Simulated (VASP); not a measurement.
## Ga3As3CO: single point with PBE+D3(BJ)

Slab: Ga3As3CO, a slab with vacuum.

```xyz
8
Lattice="4.0137 0.0000 0.0000 0.0000 5.6762 0.0000 0.0000 0.0000 23.3353" Properties=species:S:1:pos:R:3 pbc="T T T"
Ga    2.0069    2.8381    4.0000
Ga    0.0000    0.3711    6.2539
Ga    2.0069    2.7783    7.5339
As    0.0000    1.4191    4.0000
As    2.0069    4.5990    5.8454
As    0.0000    1.6391    8.3853
O     0.6690    6.3692   11.5853
C     0.6690    6.3692   12.7353
```

* Program: VASP 6.6.1
* Task: single point
* Functional: PBE
* Dispersion: D3(BJ)
* Potentials or basis: VASP PAW PBE potentials, release 64 (Ga_d, As, O, C)
* Cutoff: 520 eV
* k mesh: 7 × 5 × 1
* Occupations: gaussian, width 0.05 eV
* Spin: no spin polarisation
* Dipole correction: yes
* Further INCAR settings: ALGO = Normal; EDIFF = 1e-07; NBANDS = 42

| Property | Result |
| --- | --- |
| Largest force | 1.114 eV/Å |
| Band gap on the k mesh | 0.40 eV, indirect (least direct gap 0.75 eV) |
| Dispersion energy per atom | -0.158 eV |

Forces on the atoms (eV/Å):
```
Ga   0.000 -0.315  1.026
Ga  -0.002  0.001  0.009
Ga   0.006 -0.002 -0.012
As   0.000  0.321 -1.066
As  -0.003  0.016 -0.009
As  -0.033  0.011 -0.025
O    0.040 -0.041  0.794
C   -0.009  0.010 -0.716
```

Levels at points of the mesh, in eV from the valence-band top:
```tsv
k point	band 30	band 31	band 32	band 33	band 34	band 35
(0.00, 0.00, 0.00)	-0.89	-0.85	0.00	0.75	1.63	2.28
```

Run time: 15 min on 1 thread of Oxide Virtual Turin-like Processor (shared host), peak memory 0.71 GiB.
